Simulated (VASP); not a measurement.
# Pt (Fm-3m) in VASP: single point with r2SCAN

Aim: the single point of Pt with r2SCAN.

All numbers are computed with VASP 6.6.1; they aren't measurements. Logs are shortened: lines on timing, memory, paths and dates and some standing lists are left out, and cuts for length are marked.

**1. The cell of the first run**

The structure is cubic, space group Fm-3m (No. 225). The conventional cell has a = 3.922 Å, b = 3.922 Å, c = 3.922 Å, α = 90.00°, β = 90.00°, γ = 90.00°. Pt (site symmetry m-3m) has 12 Pt at 2.77 Å within 3.7 Å.

**2. Single point, r2SCAN**

File POSCAR:

```
Pt
1.0
    0.0000000000      1.9609000000      1.9609000000
    1.9609000000      0.0000000000      1.9609000000
    1.9609000000      1.9609000000      0.0000000000
Pt
1
Direct
    0.0000000000      0.0000000000      0.0000000000
```

File INCAR.step1:

```
PREC = Accurate
ENCUT = 550
ISMEAR = 0
SIGMA = 0.05
LREAL = F
LASPH = T
NELM = 120
NBANDS = 11
GGA = PE
ALGO = Normal
EDIFF = 1E-5
LWAVE = T
LCHARG = F
GGA_COMPAT = F
```

File INCAR.step2:

```
PREC = Accurate
ENCUT = 550
EDIFF = 1E-6
ISMEAR = 0
SIGMA = 0.05
LREAL = F
LASPH = T
NELM = 120
ALGO = Normal
ISIF = 2
LWAVE = F
LCHARG = F
METAGGA = R2SCAN
LMIXTAU = T
NBANDS = 11
ISTART = 1
GGA_COMPAT = F
```

File KPOINTS:

```
regular mesh
0
Gamma
  11 11 11
```

Potentials or basis: VASP PAW PBE potentials, release 64 (Pt).

Launch:

```console
$ cat potpaw_PBE.64/Pt/POTCAR > POTCAR
$ cp INCAR.step1 INCAR
$ mpirun -np 1 vasp_std > vasp.out
$ cp INCAR.step2 INCAR
$ mpirun -np 1 vasp_std > vasp.out
```

OUTCAR:

```text
PREC = Accurate
   ENCUT = 550
   EDIFF = 1E-6
   ISMEAR = 0
   LREAL = F
   LASPH = T
   NELM = 120
   ISIF = 2
   METAGGA = R2SCAN
   ISTART = 1

 ion  position               nearest neighbor table
   1  0.000  0.000  0.000-

  LATTYP: Found a face centered cubic cell.
 ALAT       =     3.9218000000

  Lattice vectors:

 A1 = (   0.0000000000,   1.9609000000,   1.9609000000)
 A2 = (   1.9609000000,   0.0000000000,   1.9609000000)
 A3 = (   1.9609000000,   1.9609000000,   0.0000000000)

Analysis of symmetry for initial positions (statically):
=====================================================================
 Subroutine PRICEL returns:
 Original cell was already a primitive cell.

 Routine SETGRP: Setting up the symmetry group for a
 face centered cubic supercell.

 Subroutine GETGRP returns: Found 48 space group operations
 (whereof 48 operations were pure point group operations)
 out of a pool of 48 trial point group operations.

The static configuration has the point symmetry O_h .

Analysis of symmetry for dynamics (positions and initial velocities):
=====================================================================
 Subroutine PRICEL returns:
 Original cell was already a primitive cell.

 Routine SETGRP: Setting up the symmetry group for a
 face centered cubic supercell.

 Subroutine GETGRP returns: Found 48 space group operations
 (whereof 48 operations were pure point group operations)
 out of a pool of 48 trial point group operations.

The dynamic configuration has the point symmetry O_h .

 Subroutine INISYM returns: Found 48 space group operations
 (whereof 48 operations are pure point group operations),
 and found     1 'primitive' translations

----------------------------------------------------------------------------------------

                                     Primitive cell

  volume of cell :      15.0798

  direct lattice vectors                    reciprocal lattice vectors
     0.000000000  1.960900000  1.960900000    -0.254984956  0.254984956  0.254984956
     1.960900000  0.000000000  1.960900000     0.254984956 -0.254984956  0.254984956
     1.960900000  1.960900000  0.000000000     0.254984956  0.254984956 -0.254984956

  length of vectors
     2.773131374  2.773131374  2.773131374     0.441646899  0.441646899  0.441646899

  position of ions in fractional coordinates (direct lattice)
     0.000000000  0.000000000  0.000000000

  ion indices of the primitive-cell ions
   primitive index   ion index
                 1           1

----------------------------------------------------------------------------------------

 KPOINTS: regular mesh

Automatic generation of k-mesh.
 Grid dimensions read from file:
 generate k-points for:   11   11   11

 Generating k-lattice:

  Cartesian coordinates                     Fractional coordinates (reciprocal lattice)
    -0.023180451  0.023180451  0.023180451     0.090909091  0.000000000  0.000000000
     0.023180451 -0.023180451  0.023180451     0.000000000  0.090909091  0.000000000
     0.023180451  0.023180451 -0.023180451     0.000000000  0.000000000  0.090909091

  Length of vectors
     0.040149718  0.040149718  0.040149718

  Shift w.r.t. Gamma in fractional coordinates (k-lattice)
     0.000000000  0.000000000  0.000000000

 Subroutine IBZKPT returns following result:
 ===========================================

 Found     56 irreducible k-points:

 Following reciprocal coordinates:
            Coordinates               Weight
  0.000000  0.000000  0.000000      1.000000
  0.090909  0.000000  0.000000      8.000000
  0.181818  0.000000  0.000000      8.000000
  0.272727  0.000000  0.000000      8.000000
  0.363636  0.000000  0.000000      8.000000
  0.454545  0.000000  0.000000      8.000000
[... 16 lines left out ...]
 -0.272727  0.181818  0.000000     24.000000
 -0.181818  0.181818  0.000000     12.000000
 [... further k-points ...]
   k-points           NKPTS =     56   k-points in BZ     NKDIM =     56   number of bands    NBANDS=     11
   number of dos      NEDOS =    301   number of ions     NIONS =      1
   total plane-waves  NPLWV =  13824
   dimension x,y,z NGX =    24 NGY =   24 NGZ =   24
   dimension x,y,z NGXF=    48 NGYF=   48 NGZF=   48
   ions per type =               1
   NGX,Y,Z   is equivalent  to a cutoff of  14.39, 14.39, 14.39 a.u.
   NGXF,Y,Z  is equivalent  to a cutoff of  28.78, 28.78, 28.78 a.u.
 SYSTEM =  unknown system
   PREC   = accura    normal or accurate (medium, high low for compatibility)
   ISTART =      1    job   : 0-new  1-cont  2-samecut
   ICHARG =      0    charge: 1-file 2-atom 10-const
   ISPIN  =      1    spin polarized calculation?
   LNONCOLLINEAR =      F non collinear calculations
   LSORBIT =      F    spin-orbit coupling
   LASPH  =      T    aspherical Exc in radial PAW
   ENCUT  =  550.0 eV  40.42 Ry    6.36 a.u.   5.30  5.30  5.30*2*pi/ulx,y,z
   NELM   =    120;   NELMIN=  2; NELMDL=  0     # of ELM steps
   EDIFF  = 0.1E-05   stopping-criterion for ELM
   LREAL  =      F    real-space projection
   EDIFFG = 0.1E-04   stopping-criterion for IOM
   NSW    =      0    number of steps for IOM
   IBRION =     -1    ionic relax: 0-MD 1-quasi-New 2-CG
   NFREE  =      0    steps in history (QN), initial steepest desc. (CG)
   ISIF   =      2    stress and relaxation
   ISYM   =      2    0-nonsym 1-usesym 2-fastsym
   POTIM  = 0.5000    time-step for ionic-motion
   TEBEG  =    0.0;   TEEND  =   0.0 temperature during run
   PSTRESS=    0.0 pullay stress
   NELECT =      10.0000    total number of electrons
   NUPDOWN=      -1.0000    fix difference up-down
   EMIN   =  10.00;   EMAX   =-10.00  energy-range for DOS
   EFERMI =   0.00;   METHOD = LEGACY
   ISMEAR =     0;   SIGMA  =   0.05  broadening in eV -4-tet -1-fermi 0-gaus
   EFERMI_NEDOS =   21; number of points for ismear=-14 and -15
   IALGO  =     38    algorithm
   IMIX   =      4    mixing-type and parameters
     AMIX     =   0.40;   BMIX     =  1.00
     AMIX_MAG =   1.60;   BMIX_MAG =  1.00
  volume/ion in A,a.u.               =      15.08       101.76
  Fermi-wavevector in a.u.,A,eV,Ry     =   1.427609  2.697791 27.729605  2.038068
  Thomas-Fermi vector in A             =   2.547760
   LORBIT       =      0    0 simple, 1 ext, 2 COOP (PROOUT), +10 PAW based schemes
   METAGGA = R2SCAN    functional components
   LHFCALC =     F    Hartree Fock is set to
   AEXX    =    0.0000 exact exchange contribution
   IVDW    =     0    specifies the selected vdW correction
   LEPSILON=     F    determine dielectric tensor
   LRPA    =     F    only Hartree local field effects (RPA)
 non-spin polarized calculation
 Gauss-broadening in eV      SIGMA  =   0.05
  energy-cutoff  :      550.00
  volume of cell :       15.08
 maximum number of plane-waves:       459
 NGX is ok and might be reduce to    24
   NGX = 11   NGY = 11   NGZ = 11

 number of electron      10.0000000 magnetization

 Free energy of the ion-electron system (eV)
  ---------------------------------------------------
  ext. energy  EPLUGINS =         0.00000000
  ---------------------------------------------------
  free energy    TOTEN  =       -51.50319578 eV

  energy without entropy =      -51.49994963  energy(sigma->0) =      -51.50157271

 E-fermi :  10.9481     XC(G=0): -14.6417

 val. band max:       10.9452178843   @ k =   0.4545   0.0000   0.0000
 cond. band min:      10.9629447964   @ k =  -0.3636   0.3636   0.0909
 fundamental gap:      0.0177269121
 Fermi energy:        10.9480762692

 k-point     1 :       0.0000    0.0000    0.0000
  band No.  band energies     occupation
      1       0.5156      2.00000
      2       7.0864      2.00000
      3       7.0864      2.00000
      4       7.0864      2.00000
      5       9.2495      2.00000
      6       9.2495      2.00000
      7      26.4990      0.00000
      8      31.6743      0.00000
      9      31.6743      0.00000
     10      31.6743      0.00000
     11      37.5588      0.00000

 k-point     2 :       0.0909    0.0000    0.0000
  band No.  band energies     occupation
      1       0.8588      2.00000
      2       6.9411      2.00000
      3       7.2179      2.00000
      4       7.2179      2.00000
      5       9.1824      2.00000
      6       9.1824      2.00000
      7      27.0140      0.00000
      8      30.1330      0.00000
      9      32.1933      0.00000
     10      32.1933      0.00000
     11      38.9885      0.00000

 k-point     3 :       0.1818    0.0000    0.0000
  band No.  band energies     occupation
      1       1.7884      2.00000
      2       6.6867      2.00000
      3       7.4516      2.00000
      4       7.4516      2.00000
      5       9.1718      2.00000
      6       9.1718      2.00000
      7      27.3916      0.00000
      8      28.1182      0.00000
      9      33.6053      0.00000
     10      33.6053      0.00000
     11      36.7476      0.00000

 k-point     4 :       0.2727    0.0000    0.0000
  band No.  band energies     occupation
      1       2.8695      2.00000
      2       6.8987      2.00000
      3       7.4167      2.00000
      4       7.4167      2.00000
      5       9.6201      2.00000
      6       9.6201      2.00000
      7      24.2679      0.00000
      8      28.1088      0.00000
      9      34.7501      0.00000
     10      34.7501      0.00000
     11      35.9768      0.00000
[... 239 lines left out ...]
 k-point    22 :      -0.3636    0.1818    0.0000
  band No.  band energies     occupation
      1       4.4703      2.00000
      2       6.4346      2.00000
      3       7.6132      2.00000
      4       7.8242      2.00000
      5      10.2090      2.00000
      6      13.6491      0.00000
      7      18.9976      0.00000
      8      26.1861      0.00000
      9      28.8862      0.00000
     10      31.5080      0.00000
     11      37.5794      0.00000

 k-point    23 :      -0.2727    0.1818    0.0000
  band No.  band energies     occupation
      1       4.4150      2.00000
      2       6.4395      2.00000
      3       6.9095      2.00000
      4       7.9824      2.00000
      5       9.2212      2.00000
      6      12.2062      0.00000
      7      22.4101      0.00000
      8      26.5575      0.00000
      9      29.5041      0.00000
     10      34.3869      0.00000
     11      34.5662      0.00000

 k-point    24 :      -0.1818    0.1818    0.0000
  band No.  band energies     occupation
      1       3.5601      2.00000
      2       6.1423      2.00000
      3       7.2809      2.00000
      4       8.3108      2.00000
      5       8.3113      2.00000
      6      10.9065      1.76049
      7      25.2848      0.00000
      8      27.7939      0.00000
      9      31.0928      0.00000
     10      32.2516      0.00000
     11      36.8332      0.00000

 [... further k-points ...]

------------------------ aborting loop because EDIFF is reached ----------------------------------------

  FORCE on cell =-STRESS in cart. coord.  units (eV):
  Direction    XX          YY          ZZ          XY          YZ          ZX
  --------------------------------------------------------------------------------------
  -------------------------------------------------------------------------------------
  Total        0.4048696      0.4048696      0.4048696      0.0000000      0.0000000     -0.0000000
  in kB       43.0159382     43.0159382     43.0159382      0.0000000      0.0000000     -0.0000000
  external PRESSURE =      43.0159382 kB  Pullay stress =       0.0000000 kB

 VOLUME and BASIS-vectors are now :
 -----------------------------------------------------------------------------
  energy-cutoff  :      550.00
  volume of cell :       15.08
      direct lattice vectors                 reciprocal lattice vectors
     0.000000000  1.960900000  1.960900000    -0.254984956  0.254984956  0.254984956
     1.960900000  0.000000000  1.960900000     0.254984956 -0.254984956  0.254984956
     1.960900000  1.960900000  0.000000000     0.254984956  0.254984956 -0.254984956

 POSITION                                       TOTAL-FORCE (eV/Angst)
 -----------------------------------------------------------------------------------
      0.00000      0.00000      0.00000        -0.000000     -0.000000     -0.000000
 -----------------------------------------------------------------------------------
    total drift:                               -0.000000      0.000000      0.000000

  FREE ENERGIE OF THE ION-ELECTRON SYSTEM (eV)
  ---------------------------------------------------
  free  energy   TOTEN  =       -51.5031957849 eV

  energy  without entropy=      -51.4999496308  energy(sigma->0) =      -51.50157271
```

Run time: 31 s. Hardware: 1 thread of Intel Xeon Platinum 8488C (Sapphire Rapids), shared host; peak memory 0.15 GiB.

Results:

```
Free energy            : -51.5032 eV
Pressure               : 4.3 GPa
Band gap on the k mesh : zero (band 5 reaches 11.43 eV, above the bottom of band 6 at 9.17 eV)
```

Levels at points of the mesh, in eV from the Fermi level:
```csv
k point,band 2,band 3,band 4,band 5,band 6,band 7,band 8,band 9
"(0.00, 0.00, 0.00)",-3.86,-3.86,-3.86,-1.70,-1.70,15.55,20.73,20.73
```

Caveat: the PAW data sets were made with another functional, which shifts forces and pressure a little; spin-orbit coupling is left out, which moves the levels of the heavy elements.
